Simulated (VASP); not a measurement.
# SrTl3: single point with LDA

SrTl3:

```xyz
4
Lattice="4.7954 0.0000 0.0000 0.0000 4.7954 0.0000 0.0000 0.0000 4.7954" Properties=species:S:1:pos:R:3 pbc="T T T"
Sr    0.0000    0.0000    0.0000
Tl    0.0000    2.3977    2.3977
Tl    2.3977    0.0000    2.3977
Tl    2.3977    2.3977    0.0000
```

```yaml
Program: VASP 6.6.1
Task: single point
Functional: LDA
Potentials_or_basis: VASP PAW LDA potentials, release 64 (Sr_sv, Tl_d)
Cutoff: 520 eV
k_mesh: 8 × 8 × 8
Occupations: gaussian, width 0.1 eV
Spin: no spin polarisation
Dipole_correction: no
Further_INCAR_settings: ALGO = Normal; EDIFF = 1e-06; NBANDS = 32
```

* Pressure: 0.1 GPa

Levels at points of the mesh, in eV from the Fermi level:
```csv
k point,band 22,band 23,band 24,band 25,band 26,band 27
"(0.00, 0.00, 0.00)",-3.95,-1.06,-1.06,-1.06,3.84,3.84
"(0.50, 0.00, 0.00)",-3.54,-0.67,-0.67,0.05,1.60,2.02
"(0.50, 0.50, 0.00)",-6.13,-2.89,0.59,0.59,1.10,2.46
"(0.50, 0.50, 0.50)",-5.76,-3.07,-1.69,-1.69,-1.69,3.35
```

It took 66 s on 1 thread of Intel(R) Xeon(R) Platinum 8259CL CPU @ 2.50GHz (Skylake/Cascade Lake), on a shared host, peak memory 0.24 GiB.

Caveat: spin-orbit coupling is left out, which moves the levels of the heavy elements.
